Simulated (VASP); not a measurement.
Write the native input for VASP 6.6.1 that does the following.

- Task: single point
- Functional: PBE
- Potentials or basis: VASP PAW PBE potentials, release 64 (Sc_sv, Si, O)
- Cutoff: 520 eV
- k mesh: 8 × 8 × 8
- Occupations: gaussian, width 0.1 eV
- Spin: no spin polarisation
- Dipole correction: no
- Further INCAR settings: ALGO = Normal; EDIFF = 1e-06; NBANDS = 26

The structure of ScSi4O lies in POSCAR:

```
ScSi4O
1.0
    5.0388277485      0.0000000000      0.0000000000
    0.0000000000      5.0388277485      0.0000000000
    0.0000000000      0.0000000000      5.0388277485
Sc Si O
1 4 1
Direct
    0.0000000000      0.0000000000      0.0000000000
    0.2847297920      0.2847297920      0.2847297920
    0.2847297920      0.7152702080      0.7152702080
    0.7152702080      0.7152702080      0.2847297920
    0.7152702080      0.2847297920      0.7152702080
    0.5000000000      0.5000000000      0.5000000000
```

The cell was generated, and may not be a known phase.

These files were run (other wordings do the same):

INCAR

```
PREC     = Accurate       # precision mode
ENCUT    = 520            # plane-wave cutoff, eV
EDIFF    = 1E-6           # SCF threshold, eV
ISMEAR   = 0              # smearing method
SIGMA    = 0.1            # smearing width, eV
LREAL    = F              # projectors in reciprocal space
LASPH    = T              # aspherical terms in the spheres
NELM     = 100            # most SCF steps
ALGO     = Normal         # electronic algorithm
ISIF     = 2              # what is computed and relaxed
LWAVE    = F              # write WAVECAR
LCHARG   = T              # write CHGCAR
GGA      = PE             # functional
LELF     = T              # ELF
LVHAR    = T            
NBANDS   = 26             # bands
```

KPOINTS

```
Automatic mesh
0
Gamma
  8 8 8
```

Potentials or basis: VASP PAW PBE potentials, release 64 (Sc_sv, Si, O).

Run with:

```console
$ cat potpaw_PBE.64/Sc_sv/POTCAR potpaw_PBE.64/Si/POTCAR potpaw_PBE.64/O/POTCAR > POTCAR
$ mpirun -np 1 vasp_std > vasp.out
```

Results of the run:

```json
{"Pressure": "0.0 GPa", "Largest force": "0.010 eV/Å", "Band gap on the k mesh": "zero (an odd number of electrons rules out a gap without spin polarisation)"}
```

Caveat: an odd number of electrons without spin polarisation forces a metal; a magnetic or distorted state may lie lower.

It took 2.8 min on 1 thread of Intel Xeon 8259CL, on a shared host, peak memory 0.3 GiB.
